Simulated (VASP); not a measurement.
# Si5P13 in VASP: notebook

Runs on Si5P13. Level: PBE. Tasks: single point.

Program: VASP 6.6.1. These are calculated values, not measurements. Logs are shortened: lines on timing, memory, paths and dates and some standing lists are left out, and cuts for length are marked.

### Step 1. The cell of the first run

The cell holds a disordered packing, 18 atoms: a = 7.050 Å, b = 7.051 Å, c = 7.040 Å, α = 90.50°, β = 87.18°, γ = 89.28°.

### Step 2. Single point, PBE

INCAR

```
PREC = Accurate ; ENCUT = 400
EDIFF = 1E-6 ; ISMEAR = -1
SIGMA = 0.1034 ; LREAL = Auto
LASPH = True ; NELM = 120
ALGO = Normal ; ISIF = 2
LWAVE = False ; LCHARG = False
GGA = PE ; NBANDS = 58
ISYM = -1 ; GGA_COMPAT = False
```

KPOINTS

```
explicit points
1
Reciprocal
  0.25000000   0.25000000   0.25000000 1
```

POSCAR

```
Si5P13
1.0
    7.0479230000      0.0446470000      0.1733930000
    0.0446470000      7.0511420000     -0.0312760000
    0.1733930000     -0.0312760000      7.0375900000
Si P
5 13
Direct
    0.7364394394      0.4663399524      0.6564789658
    0.4435352801      0.6562083070      0.0593897425
    0.9505770152      0.4145313290      0.0844313865
    0.4568322520      0.4161182410      0.7531332458
    0.7464327393      0.7476284639      0.4685204190
    0.7690732058      0.9664486321      0.7133057960
    0.8120742081      0.1889491948      0.4846937079
    0.5092492611      0.1504058047      0.3443579172
    0.4613462770      0.8365674759      0.3162742174
    0.3244406396      0.1625356890      0.6259919561
    0.0652422995      0.8396453053      0.6315113822
    0.2785224910      0.9868181744      0.9188921030
    0.6568196117      0.4799609137      0.2475886397
    1.0992827272      0.8570323577      0.2993838252
    0.0439040558      0.4885451453      0.7861420006
    0.5163935768      0.1951333300      0.0271851527
    0.1524267105      0.5132911697      0.3244443012
    0.9809363474      0.1137599579      0.9632460061
```

Potentials or basis: VASP PAW PBE potentials, release 64 (Si, P).

The run is started by

```
$ cat potpaw_PBE.64/Si/POTCAR potpaw_PBE.64/P/POTCAR > POTCAR
$ mpirun -np 1 vasp_std > vasp.out
```

OUTCAR:

```text
PREC = Accurate
   ENCUT = 400
   EDIFF = 1E-6
   ISMEAR = -1
   LREAL = Auto
   LASPH = True
   NELM = 120
   ISIF = 2
   GGA = PE
   ISYM = -1

 ion  position               nearest neighbor table
   1  0.736  0.466  0.656-   4 2.09   7 2.33   5 2.39  15 2.40  13 2.96
   2  0.444  0.656  0.059-   9 2.21  13 2.40   4 2.73  12 2.80  17 2.90
   3  0.951  0.415  0.084-  15 2.24  18 2.28  13 2.36  17 2.37
   4  0.457  0.416  0.753-   1 2.09  10 2.23  16 2.54   2 2.73  15 2.95
   5  0.746  0.748  0.469-   6 2.32   1 2.39   9 2.40  13 2.54  11 2.66  14 2.82
   6  0.769  0.966  0.713-   7 2.27  11 2.31   5 2.32  18 2.58
   7  0.812  0.189  0.485-   6 2.27   1 2.33   8 2.41  13 2.89
   8  0.509  0.150  0.344-   9 2.25  16 2.26  10 2.32   7 2.41  13 2.64
   9  0.461  0.837  0.316-   2 2.21   8 2.25   5 2.40  14 2.56  13 2.88
  10  0.324  0.163  0.626-   4 2.23   8 2.32  12 2.43  11 2.94
  11  0.065  0.840  0.632-   6 2.31  14 2.34   5 2.66  15 2.72  12 2.78  10 2.94
  12  0.279  0.987  0.919-  18 2.28  16 2.39  10 2.43  11 2.78   2 2.80
  13  0.657  0.480  0.248-   3 2.36   2 2.40   5 2.54   8 2.64  16 2.75   9 2.88   7 2.89   1 2.96

  14  0.099  0.857  0.299-  11 2.34  17 2.46   9 2.56   5 2.82
  15  0.044  0.489  0.786-   3 2.24   1 2.40  11 2.72   4 2.95
  16  0.516  0.195  0.027-   8 2.26  12 2.39   4 2.54  13 2.75
  17  0.152  0.513  0.324-   3 2.37  14 2.46   2 2.90
  18  0.981  0.114  0.963-  12 2.28   3 2.28   6 2.58

IMPORTANT INFORMATION: All symmetrisations will be switched off!
NOSYMM: (Re-)initialisation of all symmetry stuff for point group C_1.

----------------------------------------------------------------------------------------

                                     Primitive cell

  volume of cell :     349.5060

  direct lattice vectors                    reciprocal lattice vectors
     7.047923000  0.044647000  0.173393000     0.141977725 -0.000914520 -0.003502129
     0.044647000  7.051142000 -0.031276000    -0.000914520  0.141829685  0.000652842
     0.173393000 -0.031276000  7.037590000    -0.003502129  0.000652842  0.142183285

  length of vectors
     7.050196955  7.051352710  7.039795191     0.142023856  0.141834136  0.142227907

  position of ions in fractional coordinates (direct lattice)
     0.736439439  0.466339952  0.656478966
     0.443535280  0.656208307  0.059389743
     0.950577015  0.414531329  0.084431387
     0.456832252  0.416118241  0.753133246
     0.746432739  0.747628464  0.468520419
     0.769073206  0.966448632  0.713305796
[... 10 lines left out ...]
     0.152426711  0.513291170  0.324444301
     0.980936347  0.113759958  0.963246006

  ion indices of the primitive-cell ions
[... 55 lines left out ...]
   ISIF   =      2    stress and relaxation
   ISYM   =     -1    0-nonsym 1-usesym 2-fastsym
   POTIM  = 0.5000    time-step for ionic-motion
   TEBEG  =    0.0;   TEEND  =   0.0 temperature during run
   PSTRESS=    0.0 pullay stress
   NELECT =      85.0000    total number of electrons
   NUPDOWN=      -1.0000    fix difference up-down
   EMIN   =  10.00;   EMAX   =-10.00  energy-range for DOS
   EFERMI =   0.00;   METHOD = LEGACY
   ISMEAR =    -1;   SIGMA  =   0.10  broadening in eV -4-tet -1-fermi 0-gaus
   EFERMI_NEDOS =   21; number of points for ismear=-14 and -15
   IALGO  =     38    algorithm
   IMIX   =      4    mixing-type and parameters
     AMIX     =   0.40;   BMIX     =  1.00
     AMIX_MAG =   1.60;   BMIX_MAG =  1.00
  volume/ion in A,a.u.               =      19.42       131.03
  Fermi-wavevector in a.u.,A,eV,Ry     =   1.021871  1.931057 14.207492  1.044221
  Thomas-Fermi vector in A             =   2.155520
   LORBIT       =      0    0 simple, 1 ext, 2 COOP (PROOUT), +10 PAW based schemes
   GGA     = PE    functional components
   LHFCALC =     F    Hartree Fock is set to
   AEXX    =    0.0000 exact exchange contribution
   IVDW    =     0    specifies the selected vdW correction
   LEPSILON=     F    determine dielectric tensor
   LRPA    =     F    only Hartree local field effects (RPA)
 non-spin polarized calculation
  energy-cutoff  :      400.00
  volume of cell :      349.51
 maximum number of plane-waves:      6349
 NGX is ok and might be reduce to    48
   NGX = 23   NGY = 23   NGZ = 23

 number of electron      85.0000001 magnetization

 Free energy of the ion-electron system (eV)
  ---------------------------------------------------
  ext. energy  EPLUGINS =         0.00000000
  ---------------------------------------------------
  free energy    TOTEN  =       -90.37743445 eV

  energy without entropy =      -90.13052585  energy(sigma->0) =      -90.25398015

 E-fermi :   5.8626     XC(G=0):  -9.7497

 val. band max:        5.8021102717   @ k =   0.2500   0.2500   0.2500
 cond. band min:       6.4785796613   @ k =   0.2500   0.2500   0.2500
 fundamental gap:      0.6764693896
 Fermi energy:         5.8626498451

 k-point     1 :       0.2500    0.2500    0.2500
  band No.  band energies     occupation
      1      -8.3105      2.00000
      2      -7.5886      2.00000
      3      -6.9889      2.00000
      4      -6.3390      2.00000
      5      -5.7760      2.00000
      6      -5.4815      2.00000
[... 46 lines left out ...]
     53       8.5145      0.00000
     54       8.6743      0.00000
 [bands above 54 left out]

------------------------ aborting loop because EDIFF is reached ----------------------------------------

  FORCE on cell =-STRESS in cart. coord.  units (eV):
  Direction    XX          YY          ZZ          XY          YZ          ZX
  --------------------------------------------------------------------------------------
  -------------------------------------------------------------------------------------
  Total       -6.5427892     -2.2959247     -3.6828391      0.7626853      4.6112742     -1.5563032
  in kB      -29.9929278    -10.5247933    -16.8825747      3.4962405     21.1386323     -7.1342799
  external PRESSURE =     -19.1334319 kB  Pullay stress =       0.0000000 kB

 VOLUME and BASIS-vectors are now :
 -----------------------------------------------------------------------------
  energy-cutoff  :      400.00
  volume of cell :      349.51
      direct lattice vectors                 reciprocal lattice vectors
     7.047923000  0.044647000  0.173393000     0.141977725 -0.000914520 -0.003502129
     0.044647000  7.051142000 -0.031276000    -0.000914520  0.141829685  0.000652842
     0.173393000 -0.031276000  7.037590000    -0.003502129  0.000652842  0.142183285

 POSITION                                       TOTAL-FORCE (eV/Angst)
 -----------------------------------------------------------------------------------
      5.32502      3.30058      4.73314         3.811789      0.648289     -1.449504
      3.16560      4.64496      0.47434        -0.443558     -1.781603     -0.587148
      6.73274      2.96272      0.74605         0.087743      0.847658      1.191379
      3.36889      2.93095      5.36644        -3.459676     -0.116158      2.733777
      5.37542      5.29031      3.40330         0.274054     -1.273698     -0.571133
      5.58720      6.82659      5.12308         0.815069      0.729912      0.228561
[... 10 lines left out ...]
      1.15347      3.61595      2.29368        -0.057111      1.156056     -1.700476
      7.08566      0.81581      6.94546         0.343278     -0.445980     -0.098917
 -----------------------------------------------------------------------------------
    total drift:                                0.001190      0.002689     -0.000964

  FREE ENERGIE OF THE ION-ELECTRON SYSTEM (eV)
  ---------------------------------------------------
  free  energy   TOTEN  =       -90.3774344514 eV

  energy  without entropy=      -90.1305258506  energy(sigma->0) =      -90.25398015
```

OSZICAR:

```text
N       E                     dE             d eps       ncg     rms          rms(c)
DAV:   1     0.255452337168E+03    0.25545E+03   -0.29545E+04   116   0.101E+03
DAV:   2    -0.666066796530E+02   -0.32206E+03   -0.30895E+03   142   0.178E+02
DAV:   3    -0.908431004205E+02   -0.24236E+02   -0.23605E+02   152   0.460E+01
DAV:   4    -0.914952537357E+02   -0.65215E+00   -0.64748E+00   144   0.856E+00
DAV:   5    -0.915164220463E+02   -0.21168E-01   -0.21115E-01   152   0.154E+00    0.172E+01
DAV:   6    -0.905478234254E+02    0.96860E+00   -0.17269E+00   152   0.465E+00    0.101E+01
DAV:   7    -0.903806736844E+02    0.16715E+00   -0.12662E+00   144   0.332E+00    0.274E+00
DAV:   8    -0.903799955049E+02    0.67818E-03   -0.15980E-01   144   0.134E+00    0.848E-01
DAV:   9    -0.903772575855E+02    0.27379E-02   -0.18096E-02   144   0.468E-01    0.495E-01
DAV:  10    -0.903770969440E+02    0.16064E-03   -0.58578E-03   144   0.242E-01    0.209E-01
DAV:  11    -0.903773240676E+02   -0.22712E-03   -0.88544E-04   144   0.100E-01    0.738E-02
DAV:  12    -0.903773960702E+02   -0.72003E-04   -0.82556E-05   144   0.332E-02    0.319E-02
DAV:  13    -0.903774271240E+02   -0.31054E-04   -0.41781E-05   136   0.224E-02    0.124E-02
DAV:  14    -0.903774329525E+02   -0.58285E-05   -0.93369E-06   144   0.104E-02    0.492E-03
DAV:  15    -0.903774340528E+02   -0.11004E-05   -0.14468E-06    88   0.420E-03    0.264E-03
DAV:  16    -0.903774344514E+02   -0.39860E-06   -0.76042E-07    88   0.289E-03
   1 F= -.90377434E+02 E0= -.90253980E+02  d E =-.246909E+00
```

Wall time 27 s (1 thread of Intel Xeon 6975P-C (Granite Rapids), shared host); peak memory 0.29 GiB.

Results:

| Quantity | Value |
| --- | --- |
| Free energy | -90.3774 eV |
| Pressure | -1.9 GPa |
| Largest force | 4.411 eV/Å |
| Band gap on the k mesh | zero (an odd number of electrons rules out a gap without spin polarisation) |

Forces in eV/Å, atoms in the order of the input:
```
Si   3.812  0.648 -1.450
Si  -0.444 -1.782 -0.587
Si   0.088  0.848  1.191
Si  -3.460 -0.116  2.734
Si   0.274 -1.274 -0.571
P    0.815  0.730  0.229
P   -0.298 -0.024 -0.417
P    0.310  0.262  1.223
P   -0.644  1.047  0.769
P   -0.408 -0.357 -0.031
P   -0.364 -0.249  0.324
P   -0.498  1.273 -0.261
P    0.591 -0.047 -1.033
P    0.390 -2.211  1.475
P   -0.111  0.450 -0.446
P   -0.339  0.092 -1.350
P   -0.057  1.156 -1.700
P    0.343 -0.446 -0.099
```

Stress tensor (GPa, compression positive):
```
-3.00  0.35 -0.71
 0.35 -1.05  2.11
-0.71  2.11 -1.69
```

Caveat: the atoms stand as in a frame of molecular dynamics.

### Step 3. Single point, PBE

INCAR

```
ALGO = Normal
EDIFF = 1E-6
ENCUT = 400
GGA = PE
GGA_COMPAT = F
ISIF = 2
ISMEAR = -1
ISYM = -1
LASPH = T
LCHARG = T
LELF = T
LREAL = Auto
LVHAR = T
LWAVE = F
NBANDS = 58
NELM = 120
PREC = Accurate
SIGMA = 0.1034
```

KPOINTS is that of step 2.

POSCAR

```
Si5P13
1.0
    7.0479230000      0.0446470000      0.1733930000
    0.0446470000      7.0511420000     -0.0312760000
    0.1733930000     -0.0312760000      7.0375900000
Si P
5 13
Direct
    0.8087638729      0.3780766453      0.6393078783
    0.4227101499      0.5879531380      0.0728291704
    1.0285830640      0.3834251300      0.0614268380
    0.4071318472      0.4646622705      0.6753058881
    0.7632133081      0.6587961820      0.4158016685
    0.7901954382      0.9295058587      0.7110134105
    0.8495874814      0.0861503683      0.4490348140
    0.5474200725      0.1325690259      0.3737271453
    0.5346357390      0.8432944276      0.2981084124
    0.2756013046      0.1770501905      0.5731169455
    0.0643899623      0.8178857903      0.6972332044
    0.2788449516      0.9961284175      0.8383908625
    0.7256686202      0.4476430384      0.1621548889
    1.1026965027      0.8162950883      0.3720959292
    0.0479931602      0.5235183475      0.7393515226
    0.5831436694      0.2854637594     -0.1134058486
    0.1670543034      0.5230205219      0.3232012582
    0.9555058405      0.0886202896      0.9747958696
```

Potentials or basis: VASP PAW PBE potentials, release 64 (Si, P).

The run is started by

```
$ cat potpaw_PBE.64/Si/POTCAR potpaw_PBE.64/P/POTCAR > POTCAR
$ mpirun -np 1 vasp_std > vasp.out
```

Run time: 30 s. Hardware: 1 thread of Intel Xeon 6975P-C (Granite Rapids), shared host; peak memory 0.3 GiB.

It converged, with:

```
Free energy            : -90.9459 eV
Pressure               : 0.1 GPa
Largest force          : 4.034 eV/Å
Band gap on the k mesh : zero (an odd number of electrons rules out a gap without spin polarisation)
```

Forces on the atoms (eV/Å):
```
Si  -1.933 -0.447 -0.866
Si   0.442  0.772 -0.328
Si  -0.261  1.461 -0.625
Si  -0.651  0.596  0.113
Si   0.190 -0.163  0.588
P   -1.759  0.221  0.112
P   -0.236  1.626  0.795
P   -0.711  0.374  0.281
P   -0.887 -1.502 -0.277
P    0.704 -0.238 -0.361
P    1.297 -0.224 -1.468
P   -0.825  0.302  0.466
P   -1.048  0.322 -0.036
P   -0.126  0.857  0.221
P    2.621 -1.001  2.898
P    0.824 -0.583  0.021
P    1.026 -1.720 -0.687
P    1.332 -0.652 -0.847
```

Stress tensor (GPa, compression positive):
```
-1.40 -1.56  3.74
-1.56  5.25  1.20
 3.74  1.20 -3.40
```

Levels at points of the mesh, in eV from the Fermi level:
```csv
k point,band 40,band 41,band 42,band 43,band 44,band 45,band 46,band 47
"(0.25, 0.25, 0.25)",-0.82,-0.48,-0.27,-0.03,0.67,0.90,1.19,1.41
```

Caveat: the atoms stand as in a frame of molecular dynamics.
